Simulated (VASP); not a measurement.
Write the native input for VASP 6.6.1 that does the following.

* Task: relaxation of cell and atoms
* Functional: PBE-based screened hybrid with 25 % exact exchange
* Potentials or basis: VASP PAW PBE potentials, release 64 (Si, C)
* Cutoff: 600 eV
* k mesh: 5 × 5 × 3
* Occupations: fermi-dirac, width 0.05 eV
* Spin: no spin polarisation
* Dipole correction: no
* Grid for exact exchange (PRECFOCK): Normal
* Share of exact exchange: 0.25
* Further INCAR settings: ALGO = Normal; EDIFF = 1e-06; IBRION = 2; EDIFFG = -0.01; NSW = 60; ISIF = 3
* Screening parameter: 0.3 1/Å

Crystal: SiC.

```
Si C
1.0
     3.07600    0.00000    0.00000
    -1.53800    2.66389    0.00000
     0.00000    0.00000    5.04800
Si C
2 2
Cartesian
  1.5380 0.8880 2.5240
  0.0000 1.7759 0.0000
  1.5380 0.8880 4.4675
  0.0000 1.7759 1.9435
```

These files were run (other wordings do the same):

POSCAR

```
SiC
1.0
    3.0760000000      0.0000000000      0.0000000000
   -1.5380000000      2.6638941420      0.0000000000
    0.0000000000      0.0000000000      5.0480000000
Si C
2 2
Direct
    0.6666666667      0.3333333333      0.5000000000
    0.3333333333      0.6666666667      0.0000000000
    0.6666666667      0.3333333333      0.8850000000
    0.3333333333      0.6666666667      0.3850000000
```

INCAR.step1

```
SYSTEM = SiC
  ALGO = Normal
  EDIFF = 1E-5
  ENCUT = 600
  GGA = PE
  ISMEAR = -1
  LASPH = .True.
  LCHARG = .False.
  LREAL = .False.
  LWAVE = .True.
  NBANDS = 16
  NELM = 100
  PREC = Accurate
  SIGMA = 0.05
```

INCAR.step2

```
SYSTEM = SiC
  AEXX = 0.25
  ALGO = Normal
  EDIFF = 1E-6
  EDIFFG = -0.01
  ENCUT = 600
  GGA = PE
  HFSCREEN = 0.3
  IBRION = 2
  ISIF = 3
  ISMEAR = -1
  ISTART = 1
  LASPH = .True.
  LCHARG = .False.
  LHFCALC = .True.
  LREAL = .False.
  LWAVE = .False.
  NELM = 100
  NSW = 60
  PREC = Accurate
  PRECFOCK = Normal
  SIGMA = 0.05
```

KPOINTS

```
k-points
0
Gamma
  5 5 3
  0 0 0
```

Potentials or basis: VASP PAW PBE potentials, release 64 (Si, C).

Command:

```sh
$ cat potpaw_PBE.64/Si/POTCAR potpaw_PBE.64/C/POTCAR > POTCAR
$ cp INCAR.step1 INCAR
$ mpirun -np 1 vasp_std > vasp.out
$ cp INCAR.step2 INCAR
$ mpirun -np 1 vasp_std > vasp.out
```

It gave:

| Property | Result |
| --- | --- |
| Relaxed volume | 10.28 Å³/atom |
| Relaxed cell | a = 3.071 Å, b = 3.071 Å, c = 5.033 Å, α = 90.00°, β = 90.00°, γ = 120.00° |
| Space group after relaxing (to 0.1 Å) | P6_3mc (No. 186) |
| Energy gained by relaxing | 9.1 meV/atom |
| Ionic steps | 8 |
| Pressure after relaxing | 0.0 GPa |
| Band gap on the k mesh | 3.63 eV (least direct gap 4.97 eV) |

Caveat: the k points lie up to 0.47 Å⁻¹ apart in the final cell; the PAW data sets were made with another functional, which shifts forces and pressure a little; an odd mesh through Γ misses points on the zone boundary, where band edges can lie.

Run time: 31 min on 1 thread of AMD EPYC 7R43 64-Core Processor (Zen 3) (shared host), peak memory 0.25 GiB.
